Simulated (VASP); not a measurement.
Wanted: the native input for a VASP 6.6.1 run.

```yaml
Task: single point
Functional: PBE
Potentials_or_basis: VASP PAW PBE potentials, release 64 (Cs_sv, V_sv, Co, N)
Cutoff: 520 eV
k_mesh: 8 × 8 × 4
Occupations: gaussian, width 0.1 eV
Spin: collinear spin
Starting_moments: "[0.15, 1.2, 1.69, 0.0, 0.0, 2.08] μB"
Dipole_correction: no
Further_INCAR_settings: ALGO = Normal; EDIFF = 1e-06; NBANDS = 36
```

The structure of CsVCoN3 lies in POSCAR:

```
CsVCoN3
1.0
    3.8890690188      0.0000000000      0.0000000000
    0.0000000000      3.8890690188      0.0000000000
    0.0000000000      0.0000000000      7.5381901914
Cs V Co N
1 1 1 3
Direct
    0.5000000000      0.5000000000      0.5000000000
    0.5000000000      0.5000000000      0.0000000000
    0.0000000000      0.0000000000      0.0000000000
    0.5000000000      0.0000000000      0.0000000000
    0.0000000000      0.5000000000      0.0000000000
    0.0000000000      0.0000000000      0.5000000000
```

The cell was generated, and may not be a known phase.

These files were run (other wordings do the same):

INCAR

```
  PREC = Accurate
  ENCUT = 520
  EDIFF = 1E-6
  ISMEAR = 0
  SIGMA = 0.1
  LREAL = F
  LASPH = T
  NELM = 150
  ALGO = Normal
  ISIF = 2
  LWAVE = F
  LCHARG = T
  ISPIN = 2
  MAGMOM = 0.15 1.2 1.69 0 0 2.08
  LORBIT = 11
  LMAXMIX = 4
  GGA = PE
  LELF = T
  LVHAR = T
  NBANDS = 36
```

KPOINTS

```
regular mesh
0
Gamma
  8 8 4
```

Potentials or basis: VASP PAW PBE potentials, release 64 (Cs_sv, V_sv, Co, N).

Run with:

```sh
$ cat potpaw_PBE.64/Cs_sv/POTCAR potpaw_PBE.64/V_sv/POTCAR potpaw_PBE.64/Co/POTCAR potpaw_PBE.64/N/POTCAR > POTCAR
$ mpirun -np 1 vasp_std > vasp.out
```

Results of the run:

| Quantity | Value |
| --- | --- |
| Pressure | -3.2 GPa |
| Net moment | 0.66 μB per cell |
| Site moments | Cs -0.07; V -0.40; Co +1.17; N +0.10, -0.23 (each value once) μB |
| Valence electrons inside the program's atomic spheres | Cs 6.57; V 11.59; Co 8.23; N 3.69, 3.42 (each value once) |

Caveat: the cell stands under tension; a cell with one magnetic atom can't hold antiferromagnetic order, which such compounds often take.

Run time: 61 min on 1 thread of Intel Xeon 8259CL, with other jobs on the host, peak memory 0.48 GiB.
